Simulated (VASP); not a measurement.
Write the native input for VASP 6.6.1 that does the following.

```
Task                   : single point
Functional             : LDA
Potentials or basis    : VASP PAW LDA potentials, release 64 (Hf_pv, O)
Cutoff                 : 520 eV
k mesh                 : 4 × 4 × 4
Occupations            : gaussian, width 0.01 eV
Spin                   : no spin polarisation
Dipole correction      : no
Further INCAR settings : ALGO = Normal; EDIFF = 1e-06; NBANDS = 56
```

The structure of HfO2 lies in POSCAR:

```
HfO2
1.0
    5.1019000000      0.0000000000      0.0000000000
    0.0000000000      5.1540000000      0.0000000000
    0.0000000000      0.0000000000      5.1036000000
Hf O
4 8
Direct
    0.0003000000      0.2620000000      0.1926000000
    0.9997000000      0.7380000000      0.6926000000
    0.5003000000      0.7380000000      0.1926000000
    0.4997000000      0.2620000000      0.6926000000
    0.2223000000      0.0301000000      0.9231000000
    0.7777000000      0.9699000000      0.4231000000
    0.7223000000      0.9699000000      0.9231000000
    0.2777000000      0.0301000000      0.4231000000
    0.2490000000      0.4928000000      0.4451000000
    0.7510000000      0.5072000000      0.9451000000
    0.7490000000      0.5072000000      0.4451000000
    0.2510000000      0.4928000000      0.9451000000
```

The input as run:

INCAR

```
SYSTEM = HfO2
ALGO = Normal ; EDIFF = 1E-6
ENCUT = 520 ; GGA = CA
ISIF = 2 ; ISMEAR = 0
LASPH = .TRUE. ; LCHARG = .TRUE.
LELF = .TRUE. ; LREAL = .FALSE.
LVHAR = .TRUE. ; LWAVE = .FALSE.
NBANDS = 56 ; NELM = 80
PREC = Accurate ; SIGMA = 0.01
```

KPOINTS

```
k-points
0
G
  4 4 4
  0 0 0
```

Potentials or basis: VASP PAW LDA potentials, release 64 (Hf_pv, O).

Command:

```console
$ cat potpaw_LDA.64/Hf_pv/POTCAR potpaw_LDA.64/O/POTCAR > POTCAR
$ mpirun -np 1 vasp_std > vasp.out
```

Results of the run:

```json
{
  "Pressure": "-16.7 GPa",
  "Largest force": "1.879 eV/Å",
  "Band gap on the k mesh": "3.38 eV"
}
```

Caveat: the cell stands under tension; spin-orbit coupling is left out, which moves the levels of the heavy elements; forces of over 1 eV/Å act on the atoms, so gaps and moduli don't describe the material at rest.

Wall time 7.3 min on 1 thread of AMD EPYC 7R13, on a shared host, peak memory 0.26 GiB.
